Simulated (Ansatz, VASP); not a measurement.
## One calculation of SrO, two programs

File INCAR:

```
ALGO = Normal
EDIFF = 1E-6
ENCUT = 520
GGA = PS
ISIF = 2
ISMEAR = -1
LASPH = T
LCHARG = T
LELF = T
LREAL = F
LVHAR = T
LWAVE = F
NBANDS = 15
NELM = 80
PREC = Accurate
SIGMA = 0.03
```

KPOINTS

```
k-points
0
Gamma
  8 8 8
```

POSCAR

```
SrO
1.0
    0.0000000000      2.5350687154      2.5350687154
    2.5350687154      0.0000000000      2.5350687154
    2.5350687154      2.5350687154      0.0000000000
Sr O
1 1
Direct
    0.0000000000      0.0000000000      0.0000000000
    0.5000000000      0.5000000000      0.5000000000
```

Input for Ansatz:

```yaml
crystal:
  lattice:
    - [0.0, 2.5350687154, 2.5350687154]
    - [2.5350687154, 0.0, 2.5350687154]
    - [2.5350687154, 2.5350687154, 0.0]
  atoms:
    - { symbol: Sr, position: [0.0, 0.0, 0.0] }
    - { symbol: O, position: [0.5, 0.5, 0.5] }
kpoints:
  mp_grid: { grid: [8, 8, 8] }
  band_path:
    path:
      - [0.0, 0.0, 0.0]
      - [0.5, 0.0, 0.5]
      - [0.625, 0.25, 0.625]
      - [0.375, 0.375, 0.75]
      - [0.0, 0.0, 0.0]
      - [0.5, 0.5, 0.5]
      - [0.5, 0.25, 0.75]
      - [0.5, 0.0, 0.5]
    npoints: 5
scf:
  occupations: { method: fermi_dirac, width: 0.03 }
hamiltonian:
  xc: pbesol
  pseudopotentials: { kind: all_electron, lapw: { basis_error: 0.0005 } }
output:
  forces: true
  stress: true
  eigenvalues: true
```

Change from the starting cell: volume scaled by 0.96.

Alike in both runs: task single point; functional PBEsol; k mesh 8 × 8 × 8; occupations fermi-dirac, width 0.03 eV; no spin polarisation.

```csv
,VASP,Ansatz
version,VASP 6.6.1,Ansatz 0.2.0
potentials or method,"VASP PAW PBE potentials, release 64 (Sr_sv, O), cutoff 520 eV","all-electron LAPW, scalar-relativistic"
```

|  | VASP | Ansatz | Ansatz less VASP |
| --- | --- | --- | --- |
| gap on the k mesh at the Fermi level (eV) | 3.12 | 3.17 | +0.051 |
| pressure (GPa) | 3.8 | 3.1 | -0.73 |

VASP's potentials were made for PBE, not for PBEsol. Ansatz ran all-electron here, and VASP with PAW potentials.
